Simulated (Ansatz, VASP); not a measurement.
## Two plane-wave programs on Hf2B

```
Hf B
1.0
     3.17005    0.00000    0.00000
    -1.58503    2.74534    0.00000
     0.00000    0.00000   11.33161
Hf B
4 2
Direct
  0.00000 0.00000 0.15114
  0.00000 0.00000 0.84886
  0.33333 0.66667 0.38871
  0.66667 0.33333 0.61129
  0.33333 0.66667 0.99950
  0.66667 0.33333 0.00050
```

Alike in both runs: functional PBE; k mesh 12 × 12 × 4; occupations gaussian, width 0.1 eV; no spin polarisation.

Ansatz relaxed the structure, and its values are those at the end. VASP's run is a single point on that final structure, the one shown.

```csv
,VASP,Ansatz
version,VASP 6.6.1,Ansatz 0.2.0
potentials or method,"VASP PAW PBE potentials, release 64 (Hf_pv, B), cutoff 520 eV","scalar-relativistic, plane waves, PAW"
valence electrons in the cell,46,110
```

Ansatz gave:

- gap on the k mesh at the Fermi level (eV): none
- pressure (GPa): 0.0
- rms of the force components (eV/Å): 0.000

Task: Estimate VASP's values.

Result: gap on the k mesh at the Fermi level (eV): none; pressure (GPa): -0.5; rms of the force components (eV/Å): 0.009.

A gap of «none» marks a metal or a gap that the smearing closes. With one functional, cell and mesh, what is left measures potentials, basis and numerics. VASP's potentials hold 46 valence electrons a cell and Ansatz's 110, so a difference there can come from the potentials and not from the codes.

Spin-orbit coupling is off throughout.
